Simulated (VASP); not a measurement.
# CaO (F-43m) in VASP: further runs

Aim: see how the results for CaO move with the level of theory and the settings. Levels: PBE, LDA. Tasks: single point.

Program: VASP 6.6.1. These are calculated values, not measurements. Logs are shortened: lines on timing, memory, paths and dates and some standing lists are left out, and cuts for length are marked.

## Step 1: The cell of the first run

The structure is cubic, space group F-43m (No. 216). Conventional cell: a = 5.213 Å, b = 5.213 Å, c = 5.213 Å, α = 90.00°, β = 90.00°, γ = 90.00°. Ca (site symmetry -43m) has 4 O at 2.26 Å within 3.0 Å. Within 3.0 Å of O (site symmetry -43m) lie 4 Ca at 2.26 Å.

## Step 2: Single point, PBE

Contents of INCAR:

```
PREC     = Accurate       # precision mode
ENCUT    = 520            # plane-wave cutoff, eV
EDIFF    = 1E-6           # SCF threshold, eV
ISMEAR   = 0              # smearing method
SIGMA    = 0.01           # smearing width, eV
LREAL    = False          # projectors in reciprocal space
LASPH    = True           # aspherical terms in the spheres
NELM     = 60             # most SCF steps
ALGO     = Normal         # electronic algorithm
ISIF     = 2              # what is computed and relaxed
LWAVE    = False          # write WAVECAR
LCHARG   = False          # write CHGCAR
GGA      = PE             # functional
NBANDS   = 15             # bands
```

Contents of KPOINTS:

```
regular mesh
0
Gamma
  6 6 6
```

Contents of POSCAR:

```
CaO
1.0
    0.0000000000      2.6067317390      2.6067317390
    2.6067317390      0.0000000000      2.6067317390
    2.6067317390      2.6067317390      0.0000000000
Ca O
1 1
Direct
    0.0000000000      0.0000000000      0.0000000000
    0.2500000000      0.2500000000      0.2500000000
```

Potentials or basis: VASP PAW PBE potentials, release 64 (Ca_sv, O).

Run with:

```console
cat potpaw_PBE.64/Ca_sv/POTCAR potpaw_PBE.64/O/POTCAR > POTCAR
mpirun -np 1 vasp_std > vasp.out
```

OUTCAR:

```text
PREC = Accurate
   ENCUT = 520
   EDIFF = 1E-6
   ISMEAR = 0
   LREAL = False
   LASPH = True
   NELM = 60
   ISIF = 2
   GGA = PE

 ion  position               nearest neighbor table
   1  0.000  0.000  0.000-   2 2.26   2 2.26   2 2.26   2 2.26
   2  0.250  0.250  0.250-   1 2.26   1 2.26   1 2.26   1 2.26

  LATTYP: Found a face centered cubic cell.
 ALAT       =     5.2134634780

  Lattice vectors:

 A1 = (   0.0000000000,   2.6067317390,   2.6067317390)
 A2 = (   2.6067317390,   0.0000000000,   2.6067317390)
 A3 = (   2.6067317390,   2.6067317390,   0.0000000000)

Analysis of symmetry for initial positions (statically):
=====================================================================
 Subroutine PRICEL returns:
 Original cell was already a primitive cell.

 Routine SETGRP: Setting up the symmetry group for a
 face centered cubic supercell.

 Subroutine GETGRP returns: Found 24 space group operations
 (whereof 24 operations were pure point group operations)
 out of a pool of 48 trial point group operations.

The static configuration has the point symmetry T_d .

Analysis of symmetry for dynamics (positions and initial velocities):
=====================================================================
 Subroutine PRICEL returns:
 Original cell was already a primitive cell.

 Routine SETGRP: Setting up the symmetry group for a
 face centered cubic supercell.

 Subroutine GETGRP returns: Found 24 space group operations
 (whereof 24 operations were pure point group operations)
 out of a pool of 48 trial point group operations.

The dynamic configuration has the point symmetry T_d .

 Subroutine INISYM returns: Found 24 space group operations
 (whereof 24 operations are pure point group operations),
 and found     1 'primitive' translations

----------------------------------------------------------------------------------------

                                     Primitive cell

  volume of cell :      35.4257

  direct lattice vectors                    reciprocal lattice vectors
     0.000000000  2.606731739  2.606731739    -0.191811068  0.191811068  0.191811068
     2.606731739  0.000000000  2.606731739     0.191811068 -0.191811068  0.191811068
     2.606731739  2.606731739  0.000000000     0.191811068  0.191811068 -0.191811068

  length of vectors
     3.686475379  3.686475379  3.686475379     0.332226516  0.332226516  0.332226516

  position of ions in fractional coordinates (direct lattice)
     0.000000000  0.000000000  0.000000000
     0.250000000  0.250000000  0.250000000

  ion indices of the primitive-cell ions
   primitive index   ion index
                 1           1
[... 77 lines left out ...]
   EMIN   =  10.00;   EMAX   =-10.00  energy-range for DOS
   EFERMI =   0.00;   METHOD = LEGACY
   ISMEAR =     0;   SIGMA  =   0.01  broadening in eV -4-tet -1-fermi 0-gaus
   EFERMI_NEDOS =   21; number of points for ismear=-14 and -15
   IALGO  =     38    algorithm
   IMIX   =      4    mixing-type and parameters
     AMIX     =   0.40;   BMIX     =  1.00
     AMIX_MAG =   1.60;   BMIX_MAG =  1.00
  volume/ion in A,a.u.               =      17.71       119.53
  Fermi-wavevector in a.u.,A,eV,Ry     =   1.256055  2.373599 21.465543  1.577673
  Thomas-Fermi vector in A             =   2.389781
   LORBIT       =      0    0 simple, 1 ext, 2 COOP (PROOUT), +10 PAW based schemes
   GGA     = PE    functional components
   LHFCALC =     F    Hartree Fock is set to
   AEXX    =    0.0000 exact exchange contribution
   IVDW    =     0    specifies the selected vdW correction
   LEPSILON=     F    determine dielectric tensor
   LRPA    =     F    only Hartree local field effects (RPA)
 non-spin polarized calculation
 Gauss-broadening in eV      SIGMA  =   0.01
  energy-cutoff  :      520.00
  volume of cell :       35.43
 maximum number of plane-waves:       962
   NGX = 13   NGY = 13   NGZ = 13

 number of electron      15.9999998 magnetization

 Free energy of the ion-electron system (eV)
  ---------------------------------------------------
  ext. energy  EPLUGINS =         0.00000000
  ---------------------------------------------------
  free energy    TOTEN  =       -12.43864059 eV

  energy without entropy =      -12.43864059  energy(sigma->0) =      -12.43864059

 E-fermi :   0.6706     XC(G=0):  -9.0422

 val. band max:        0.4805046241   @ k =  -0.3333   0.5000   0.1667
 cond. band min:       3.8064564479   @ k =   0.0000   0.0000   0.0000
 fundamental gap:      3.3259518238
 Fermi energy:         0.6706343229

 k-point     1 :       0.0000    0.0000    0.0000
  band No.  band energies     occupation
      1     -36.6687      2.00000
      2     -17.6086      2.00000
      3     -17.6086      2.00000
      4     -17.6086      2.00000
      5     -14.3122      2.00000
      6      -0.1444      2.00000
      7      -0.1444      2.00000
      8      -0.1444      2.00000
      9       3.8065      0.00000
     10       8.4529      0.00000
     11       8.4529      0.00000
     12      10.0844      0.00000
     13      10.0844      0.00000
     14      10.0844      0.00000
[... 257 lines left out ...]
      2     -18.3275      2.00000
      3     -17.8053      2.00000
      4     -17.7498      2.00000
      5     -13.4508      2.00000
      6      -0.6058      2.00000
      7       0.1517      2.00000
      8       0.4805      2.00000
      9       5.4354      0.00000
     10       6.9693      0.00000
     11       9.0867      0.00000
     12       9.7331      0.00000
     13      10.3512      0.00000
     14      12.8306      0.00000
     15      13.8203      0.00000

------------------------ aborting loop because EDIFF is reached ----------------------------------------

  FORCE on cell =-STRESS in cart. coord.  units (eV):
  Direction    XX          YY          ZZ          XY          YZ          ZX
  --------------------------------------------------------------------------------------
  -------------------------------------------------------------------------------------
  Total        0.4101848      0.4101848      0.4101848     -0.0000000     -0.0000000      0.0000000
  in kB       18.5511627     18.5511627     18.5511627     -0.0000000     -0.0000000      0.0000000
  external PRESSURE =      18.5511627 kB  Pullay stress =       0.0000000 kB

 VOLUME and BASIS-vectors are now :
 -----------------------------------------------------------------------------
  energy-cutoff  :      520.00
  volume of cell :       35.43
      direct lattice vectors                 reciprocal lattice vectors
     0.000000000  2.606731739  2.606731739    -0.191811068  0.191811068  0.191811068
     2.606731739  0.000000000  2.606731739     0.191811068 -0.191811068  0.191811068
     2.606731739  2.606731739  0.000000000     0.191811068  0.191811068 -0.191811068

 POSITION                                       TOTAL-FORCE (eV/Angst)
 -----------------------------------------------------------------------------------
      0.00000      0.00000      0.00000         0.000000      0.000000      0.000000
      1.30337      1.30337      1.30337        -0.000000     -0.000000     -0.000000
 -----------------------------------------------------------------------------------
    total drift:                               -0.000000     -0.000000     -0.000000

  FREE ENERGIE OF THE ION-ELECTRON SYSTEM (eV)
  ---------------------------------------------------
  free  energy   TOTEN  =       -12.4386405868 eV

  energy  without entropy=      -12.4386405868  energy(sigma->0) =      -12.43864059
```

OSZICAR:

```text
N       E                     dE             d eps       ncg     rms          rms(c)
DAV:   1     0.131872574159E+03    0.13187E+03   -0.81222E+03   480   0.105E+03
DAV:   2    -0.865593402315E+01   -0.14053E+03   -0.12913E+03   599   0.282E+02
DAV:   3    -0.148577657768E+02   -0.62018E+01   -0.61652E+01   578   0.625E+01
DAV:   4    -0.150717450468E+02   -0.21398E+00   -0.21390E+00   700   0.991E+00
DAV:   5    -0.150726658801E+02   -0.92083E-03   -0.92080E-03   564   0.810E-01    0.972E+00
DAV:   6    -0.125525159810E+02    0.25201E+01   -0.85035E+00   515   0.252E+01    0.419E+00
DAV:   7    -0.124488917913E+02    0.10362E+00   -0.84108E-01   503   0.845E+00    0.200E+00
DAV:   8    -0.124377672848E+02    0.11125E-01   -0.13616E-01   592   0.379E+00    0.470E-01
DAV:   9    -0.124366696516E+02    0.10976E-02   -0.97964E-03   568   0.889E-01    0.169E-01
DAV:  10    -0.124385001612E+02   -0.18305E-02   -0.15022E-03   522   0.313E-01    0.537E-02
DAV:  11    -0.124386483221E+02   -0.14816E-03   -0.68370E-04   571   0.176E-01    0.315E-02
DAV:  12    -0.124386414659E+02    0.68562E-05   -0.70053E-05   613   0.959E-02    0.587E-03
DAV:  13    -0.124386405868E+02    0.87910E-06   -0.46449E-06   550   0.274E-02
   1 F= -.12438641E+02 E0= -.12438641E+02  d E =-.317513-160
```

stdout:

```text
POSCAR found type information on POSCAR CaO
 POSCAR found :  2 types and       2 ions
 scaLAPACK will be used
 LDA part: xc-table for (Slater+PW92), standard interpolation
 POSCAR, INCAR and KPOINTS ok, starting setup
 FFT: planning ... GRIDC
 FFT: planning ... GRID_SOFT
 FFT: planning ... GRID
 WAVECAR not read
 entering main loop
```

Wall time 4.6 s (1 thread of AMD EPYC 9R45 (Zen 5), shared host); peak memory 0.12 GiB.

Results:

| Property | Result |
| --- | --- |
| Free energy | -12.4386 eV |
| Pressure | 1.9 GPa |
| Band gap on the k mesh | 3.33 eV, indirect (least direct gap 3.95 eV) |

## Step 3: Single point, LDA

This run uses another cell than the first one, of 16.74 Å³/atom, 0.945 times its volume.

Contents of INCAR:

```
SYSTEM = CaO
  PREC = Accurate
  ENCUT = 520
  EDIFF = 1E-6
  ISMEAR = -1
  SIGMA = 0.02
  LREAL = .False.
  LASPH = .True.
  NELM = 60
  ALGO = Normal
  ISIF = 2
  LWAVE = .False.
  LCHARG = .False.
  NBANDS = 15
```

Contents of KPOINTS:

```
regular mesh
0
Gamma
  8 8 8
  0 0 0
```

Contents of POSCAR:

```
CaO
1.0
    0.0000000000      2.5579827215      2.5579827215
    2.5579827215      0.0000000000      2.5579827215
    2.5579827215      2.5579827215      0.0000000000
Ca O
1 1
Direct
    0.0000000000      0.0000000000      0.0000000000
    0.2500000000      0.2500000000      0.2500000000
```

Potentials or basis: VASP PAW LDA potentials, release 64 (Ca_sv, O).

Run with:

```console
cat potpaw_LDA.64/Ca_sv/POTCAR potpaw_LDA.64/O/POTCAR > POTCAR
mpirun -np 1 vasp_std > vasp.out
```

Run time: 6.9 s. Hardware: 1 thread of AMD EPYC 9R45 (Zen 5), shared host; peak memory 0.11 GiB.

The run converged. Its results:

```yaml
Free_energy: -13.6899 eV
Pressure: 0.8 GPa
Band_gap_on_the_k_mesh: 3.32 eV, indirect (least direct gap 4.08 eV)
```

Levels at points of the mesh, in eV from the valence-band top:
| k point | band 6 | band 7 | band 8 | band 9 | band 10 | band 11 |
| --- | --- | --- | --- | --- | --- | --- |
| (0.00, 0.00, 0.00) | -0.76 | -0.76 | -0.76 | 3.32 | 8.12 | 8.12 |
| (0.50, 0.00, 0.00) | -1.07 | -0.46 | -0.46 | 6.14 | 8.01 | 8.01 |
| (0.50, 0.50, 0.00) | -1.62 | -0.01 | -0.01 | 4.82 | 6.67 | 9.28 |
